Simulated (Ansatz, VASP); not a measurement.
## SrLiBr3: VASP beside Ansatz

The input INCAR:

```
SYSTEM = SrLiBr3
ALGO = Normal
EDIFF = 1E-7
ENCUT = 520
GGA = PE
ISIF = 2
ISMEAR = 0
LASPH = .TRUE.
LCHARG = .TRUE.
LELF = .TRUE.
LREAL = .FALSE.
LVHAR = .TRUE.
LWAVE = .FALSE.
NBANDS = 45
NELM = 100
PREC = Accurate
SIGMA = 0.1
```

File KPOINTS:

```
k-points
0
G
  4 2 2
  0 0 0
```

File POSCAR:

```
SrLiBr3
1.0
    4.4144316034      0.0000000000      0.0000000000
    0.0000000000      8.5927921957      0.0000000000
    0.0000000000      0.0000000000      8.1981957387
Li Sr Br
2 2 6
Direct
    0.5000000000      0.3817798800      0.5536939708
    0.5000000000      0.6182201200      0.0536939708
    0.0000000000      0.8905887411      0.3825316564
    0.0000000000      0.1094112589      0.8825316564
    0.5000000000      0.6233747968      0.3703683969
    0.5000000000      0.3766252032      0.8703683969
    0.0000000000      0.2433209228      0.5162259359
    0.5000000000      0.9285653964      0.6770952899
    0.5000000000      0.0714346036      0.1770952899
    0.0000000000      0.7566790772      0.0162259359
```

Input for Ansatz:

```yaml
crystal:
  lattice:
    - [4.4144316034, 0.0, 0.0]
    - [0.0, 8.5927921957, 0.0]
    - [0.0, 0.0, 8.1981957387]
  atoms:
    - { symbol: Li, position: [0.5, 0.38177988, 0.5536939708] }
    - { symbol: Li, position: [0.5, 0.61822012, 0.0536939708] }
    - { symbol: Sr, position: [0.0, 0.8905887411, 0.3825316564] }
    - { symbol: Sr, position: [0.0, 0.1094112589, 0.8825316564] }
    - { symbol: Br, position: [0.5, 0.6233747968, 0.3703683969] }
    - { symbol: Br, position: [0.5, 0.3766252032, 0.8703683969] }
    - { symbol: Br, position: [0.0, 0.2433209228, 0.5162259359] }
    - { symbol: Br, position: [0.5, 0.9285653964, 0.6770952899] }
    - { symbol: Br, position: [0.5, 0.0714346036, 0.1770952899] }
    - { symbol: Br, position: [0.0, 0.7566790772, 0.0162259359] }
basis:
  ecutwfc: 420
kpoints:
  mp_grid: { grid: [4, 2, 2] }
hamiltonian:
  xc: pbe
scf:
  occupations: { method: gaussian, width: 0.1 }
  lower_state_search: "off"
output:
  forces: true
  stress: true
  eigenvalues: true
```

Change from the starting cell: the structure that the rattled cell fell into.

Alike in both runs: task single point; functional PBE; k mesh 4 × 2 × 2; occupations gaussian, width 0.1 eV; no spin polarisation.

|  | VASP | Ansatz |
| --- | --- | --- |
| version | VASP 6.6.1 | Ansatz 0.2.0 |
| potentials or method | VASP PAW PBE potentials, release 64 (Li_sv, Sr_sv, Br), cutoff 520 eV | scalar-relativistic, plane waves, PAW |
| valence electrons in the cell | 68 | 68 |

|  | VASP | Ansatz | Ansatz less VASP |
| --- | --- | --- | --- |
| gap on the k mesh at the Fermi level (eV) | 4.26 | 4.26 | 0.000 |
| least direct gap on the mesh (eV) | 4.31 | 4.31 | 0.000 |
| rms of the force components (eV/Å) | 0.006 | 0.006 | +0.0001 |

Atom by atom the forces differ by 0.004 eV/Å (rms over components).

Noted on VASP's run: the cutoff is short for stress, so the pressure is rough.
